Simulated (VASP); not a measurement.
# Cd (R-3m) in VASP: notebook

Cd is run at these levels: LDA; tasks: single point.

All numbers are computed with VASP 6.6.1; they aren't measurements. Logs are shortened: lines on timing, memory, paths and dates and some standing lists are left out, and cuts for length are marked.

## 1. The cell of the first run

Symmetry: R-3m, No. 166, trigonal system. Conventional cell: a = 3.216 Å, b = 3.216 Å, c = 7.348 Å, α = 90.00°, β = 90.00°, γ = 120.00°. Within 4.0 Å of Cd (site symmetry -3m) lie 12 Cd at 3.07 to 3.22 Å.

## 2. Single point, LDA

The input, INCAR:

```
ALGO = Normal
EDIFF = 1E-7
ENCUT = 520
GGA = CA
ISIF = 2
ISMEAR = -1
LASPH = True
LCHARG = False
LREAL = False
LWAVE = False
NBANDS = 12
NELM = 100
PREC = Accurate
SIGMA = 0.01
```

The input, KPOINTS:

```
k-points
0
Gamma
  11 11 11
```

The input, POSCAR:

```
Cd
1.0
    3.0735460000      0.0000000000      0.0000000000
    1.3909568070      2.7407889695      0.0000000000
    1.3909568070      0.8539179475      2.6043710016
Cd
1
Direct
    0.0000000000      0.0000000000      0.0000000000
```

Potentials or basis: VASP PAW LDA potentials, release 64 (Cd).

Command:

```bash
cat potpaw_LDA.64/Cd/POTCAR > POTCAR
mpirun -np 1 vasp_std > vasp.out
```

OUTCAR:

```text
EDIFF = 1E-7
   ENCUT = 520
   GGA = CA
   ISIF = 2
   ISMEAR = -1
   LASPH = True
   LREAL = False
   NELM = 100
   PREC = Accurate

 ion  position               nearest neighbor table
   1  0.000  0.000  0.000-

  LATTYP: Found a trigonal (rhomboedric) cell.
 ALAT       =     3.0735460000
 COS(alpha) =     0.4525576669

  Lattice vectors:

 A1 = (   3.0735460000,   0.0000000000,   0.0000000000)
 A2 = (   1.3909568070,   2.7407889695,   0.0000000000)
 A3 = (   1.3909568070,   0.8539179475,   2.6043710016)

Analysis of symmetry for initial positions (statically):
=====================================================================
 Subroutine PRICEL returns:
 Original cell was already a primitive cell.

 Routine SETGRP: Setting up the symmetry group for a
 trigonal (rhombohedral) supercell.

 Subroutine GETGRP returns: Found 12 space group operations
 (whereof 12 operations were pure point group operations)
 out of a pool of 12 trial point group operations.

The static configuration has the point symmetry D_3d.

Analysis of symmetry for dynamics (positions and initial velocities):
=====================================================================
 Subroutine PRICEL returns:
 Original cell was already a primitive cell.

 Routine SETGRP: Setting up the symmetry group for a
 trigonal (rhombohedral) supercell.

 Subroutine GETGRP returns: Found 12 space group operations
 (whereof 12 operations were pure point group operations)
 out of a pool of 12 trial point group operations.

The dynamic configuration has the point symmetry D_3d.

 Subroutine INISYM returns: Found 12 space group operations
 (whereof 12 operations are pure point group operations),
 and found     1 'primitive' translations

----------------------------------------------------------------------------------------

                                     Primitive cell

  volume of cell :      21.9391

  direct lattice vectors                    reciprocal lattice vectors
     3.073546000  0.000000000  0.000000000     0.325357096 -0.165119486 -0.119629336
     1.390956807  2.740788970  0.000000000     0.000000000  0.364858444 -0.119629336
     1.390956807  0.853917948  2.604371002     0.000000000  0.000000000  0.383969872

  length of vectors
     3.073546000  3.073546000  3.073546000     0.383969872  0.383969872  0.383969872

  position of ions in fractional coordinates (direct lattice)
     0.000000000  0.000000000  0.000000000

  ion indices of the primitive-cell ions
   primitive index   ion index
                 1           1

[... 80 lines left out ...]
   TEBEG  =    0.0;   TEEND  =   0.0 temperature during run
   PSTRESS=    0.0 pullay stress
   NELECT =      12.0000    total number of electrons
   NUPDOWN=      -1.0000    fix difference up-down
   EMIN   =  10.00;   EMAX   =-10.00  energy-range for DOS
   EFERMI =   0.00;   METHOD = LEGACY
   ISMEAR =    -1;   SIGMA  =   0.01  broadening in eV -4-tet -1-fermi 0-gaus
   EFERMI_NEDOS =   21; number of points for ismear=-14 and -15
   IALGO  =     38    algorithm
   IMIX   =      4    mixing-type and parameters
     AMIX     =   0.40;   BMIX     =  1.00
     AMIX_MAG =   1.60;   BMIX_MAG =  1.00
  volume/ion in A,a.u.               =      21.94       148.05
  Fermi-wavevector in a.u.,A,eV,Ry     =   1.338842  2.530044 24.388399  1.792497
  Thomas-Fermi vector in A             =   2.467280
   LORBIT       =      0    0 simple, 1 ext, 2 COOP (PROOUT), +10 PAW based schemes
   GGA     = CA    functional components
   LHFCALC =     F    Hartree Fock is set to
   AEXX    =    0.0000 exact exchange contribution
   IVDW    =     0    specifies the selected vdW correction
   LEPSILON=     F    determine dielectric tensor
   LRPA    =     F    only Hartree local field effects (RPA)
 non-spin polarized calculation
  energy-cutoff  :      520.00
  volume of cell :       21.94
 maximum number of plane-waves:       601
   NGX = 11   NGY = 11   NGZ = 11

 number of electron      11.9999997 magnetization

 Free energy of the ion-electron system (eV)
  ---------------------------------------------------
  ext. energy  EPLUGINS =         0.00000000
  ---------------------------------------------------
  free energy    TOTEN  =        -1.47909689 eV

  energy without entropy =       -1.47905316  energy(sigma->0) =       -1.47907503

 E-fermi :   2.4927     XC(G=0): -11.2953

 val. band max:        2.4559363754   @ k =  -0.2727   0.4545   0.0909
 cond. band min:       2.5313812396   @ k =  -0.3636   0.2727   0.0909
 fundamental gap:      0.0754448642
 Fermi energy:         2.4927150205

 k-point     1 :       0.0000    0.0000    0.0000
  band No.  band energies     occupation
      1      -6.6168      2.00000
      2      -6.6168      2.00000
      3      -6.4160      2.00000
      4      -6.2009      2.00000
      5      -6.0451      2.00000
      6      -6.0451      2.00000
      7      16.0879      0.00000
      8      16.5923      0.00000
      9      16.5923      0.00000
     10      19.4619      0.00000
     11      20.2082      0.00000
     12      20.2082      0.00000
[... 331 lines left out ...]
 k-point    24 :      -0.1818    0.1818   -0.0000
  band No.  band energies     occupation
      1      -6.6476      2.00000
      2      -6.6047      2.00000
      3      -6.1872      2.00000
      4      -6.1507      2.00000
      5      -6.0611      2.00000
      6      -3.7955      2.00000
      7       9.3189      0.00000
      8       9.5031      0.00000
      9      17.3483      0.00000
     10      17.7109      0.00000
     11      19.2411      0.00000
     12      21.9262      0.00000

 [... further k-points ...]

------------------------ aborting loop because EDIFF is reached ----------------------------------------

  FORCE on cell =-STRESS in cart. coord.  units (eV):
  Direction    XX          YY          ZZ          XY          YZ          ZX
  --------------------------------------------------------------------------------------
  -------------------------------------------------------------------------------------
  Total       -0.6436401     -0.6074066     -0.5969947     -0.0356979     -0.0158776     -0.0258632
  in kB      -47.0040759    -44.3579958    -43.5976343     -2.6069635     -1.1595162     -1.8887493
  external PRESSURE =     -44.9865687 kB  Pullay stress =       0.0000000 kB

 VOLUME and BASIS-vectors are now :
 -----------------------------------------------------------------------------
  energy-cutoff  :      520.00
  volume of cell :       21.94
      direct lattice vectors                 reciprocal lattice vectors
     3.073546000  0.000000000  0.000000000     0.325357096 -0.165119486 -0.119629336
     1.390956807  2.740788970  0.000000000     0.000000000  0.364858444 -0.119629336
     1.390956807  0.853917948  2.604371002     0.000000000  0.000000000  0.383969872

 POSITION                                       TOTAL-FORCE (eV/Angst)
 -----------------------------------------------------------------------------------
      0.00000      0.00000      0.00000        -0.000000      0.000000      0.000000
 -----------------------------------------------------------------------------------
    total drift:                               -0.000000     -0.000000      0.000000

  FREE ENERGIE OF THE ION-ELECTRON SYSTEM (eV)
  ---------------------------------------------------
  free  energy   TOTEN  =        -1.4790968949 eV

  energy  without entropy=       -1.4790531607  energy(sigma->0) =       -1.47907503
```

stdout:

```text
POSCAR found type information on POSCAR Cd
 POSCAR found :  1 types and       1 ions
 scaLAPACK will be used
 LDA part: xc-table for (Slater(with rela. corr.)+CA(PZ))
 , standard interpolation
 POSCAR, INCAR and KPOINTS ok, starting setup
 FFT: planning ... GRIDC
 FFT: planning ... GRID_SOFT
 FFT: planning ... GRID
 WAVECAR not read
 entering main loop
```

Run time: 50 s. Hardware: 1 thread of AMD EPYC 7R43 (Zen 3), shared host; peak memory 0.11 GiB.

What came out:

| Quantity | Value |
| --- | --- |
| Free energy | -1.4791 eV |
| Pressure | -4.5 GPa |
| Band gap on the k mesh | zero (bands 6 and 7 overlap by 2.66 eV) |

Levels at points of the mesh, in eV from the Fermi level:
| k point | band 3 | band 4 | band 5 | band 6 | band 7 | band 8 | band 9 | band 10 |
| --- | --- | --- | --- | --- | --- | --- | --- | --- |
| (0.00, 0.00, 0.00) | -8.91 | -8.69 | -8.54 | -8.54 | 13.60 | 14.10 | 14.10 | 16.97 |

Caveat: the cell stands under tension.

## 3. Single point, LDA

The input, INCAR:

```
SYSTEM = Cd
PREC = Accurate
ENCUT = 520
EDIFF = 1E-6
ISMEAR = -1
SIGMA = 0.01
LREAL = .False.
LASPH = .True.
NELM = 80
ALGO = Normal
ISIF = 2
LWAVE = .False.
LCHARG = .False.
GGA = CA
NBANDS = 12
```

The input, KPOINTS:

```
regular mesh
0
Gamma
  11 11 11
  0 0 0
```

POSCAR is that of step 2.

Potentials or basis: VASP PAW LDA potentials, release 64 (Cd).

Command:

```bash
cat potpaw_LDA.64/Cd/POTCAR > POTCAR
mpirun -np 1 vasp_std > vasp.out
```

It took 49 s on 1 thread of AMD EPYC 7R43 (Zen 3), shared host; peak memory 0.11 GiB.

It converged, with:

```yaml
Free_energy: -1.4791 eV
Pressure: -4.5 GPa
Band_gap_on_the_k_mesh: zero (bands 6 and 7 overlap by 2.66 eV)
```

Stress tensor (GPa, compression positive):
```
-4.70 -0.26 -0.19
-0.26 -4.43 -0.12
-0.19 -0.12 -4.36
```

Levels at points of the mesh, in eV from the Fermi level:
| k point | band 4 | band 5 | band 6 | band 7 | band 8 | band 9 |
| --- | --- | --- | --- | --- | --- | --- |
| (0.00, 0.00, 0.00) | -8.69 | -8.54 | -8.54 | 13.60 | 14.10 | 14.10 |

Caveat: the cell stands under tension.
